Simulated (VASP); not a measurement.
Runs of VASP 6.6.1 on Na. The structure is that of space group P6_3/mmc (No. 194), or close to it. The cells are those of the table. 

```csv
task,cell,cutoff (eV),gap on the mesh (eV),pressure (GPa)
relaxation of cell and atoms,"relaxed to 4 GPa from a = 3.767, b = 3.767, c = 6.154 Å, angles 90.0, 90.0, 120.0°, 2 atoms",600,none,4.0
single point,"a = 3.114, b = 3.114, c = 5.278 Å, angles 90.0, 90.0, 120.0°, 2 atoms",520,none,(a)
relaxation of cell and atoms,"relaxed from a = 3.767, b = 3.767, c = 6.154 Å, angles 90.0, 90.0, 120.0°, 2 atoms",600,none,0.0
single point,"a = 3.564, b = 3.564, c = 6.049 Å, angles 90.0, 90.0, 120.0°, 2 atoms",520,none,0.0
single point,"a = 3.381, b = 3.381, c = 5.732 Å, angles 90.0, 90.0, 120.0°, 2 atoms",520,none,2.0
```

Alike in all rows: level LDA; potentials or basis VASP PAW LDA potentials, release 64 (Na_pv); no spin polarisation; k mesh 9 × 9 × 5; smearing methfessel-paxton 0.1 eV.

Q: Fill in the values left out.

A: (a) 8.0.

Caveats: the cell is relaxed towards a set pressure, so the enthalpy falls and the energy may rise (some runs).

A gap of «none» marks levels without a gap at the run's occupations.
